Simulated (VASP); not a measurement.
**O: single point with PBE**

Crystal: O.

```xyz
2
Lattice="2.6759 0.0000 0.0000 -1.3380 2.3174 0.0000 0.0000 0.0000 2.6292" Properties=species:S:1:pos:R:3 pbc="T T T"
O     0.0000    1.5450    0.6573
O     1.3380    0.7725    1.9719
```

| Quantity | Value |
| --- | --- |
| Program | VASP 6.6.1 |
| Task | single point |
| Functional | PBE |
| Potentials or basis | VASP PAW PBE potentials, release 64 (O) |
| Cutoff | 520 eV |
| k mesh | 15 × 15 × 8 |
| Occupations | fermi-dirac, width 0.08 eV |
| Spin | no spin polarisation |

* Pressure: -0.4 GPa
* Band gap on the k mesh: zero (bands 6 and 7 overlap by 1.90 eV)

Levels at points of the mesh, in eV from the Fermi level:
```
           k point  band 2  band 3  band 4  band 5  band 6  band 7  band 8  band 9  band 10  band 11
(0.00, 0.00, 0.00)  -13.60   -4.49   -2.72   -2.72    0.62    0.62    2.22   15.02    17.16    25.58
(0.00, 0.00, 0.50)  -18.43   -1.66   -1.66   -0.91   -0.91   -0.91   -0.91   18.87    18.87    25.30
```

It took 22 s on 1 thread of Intel(R) Xeon(R) Platinum 8259CL CPU @ 2.50GHz (Skylake/Cascade Lake) (shared host), peak memory 0.13 GiB.
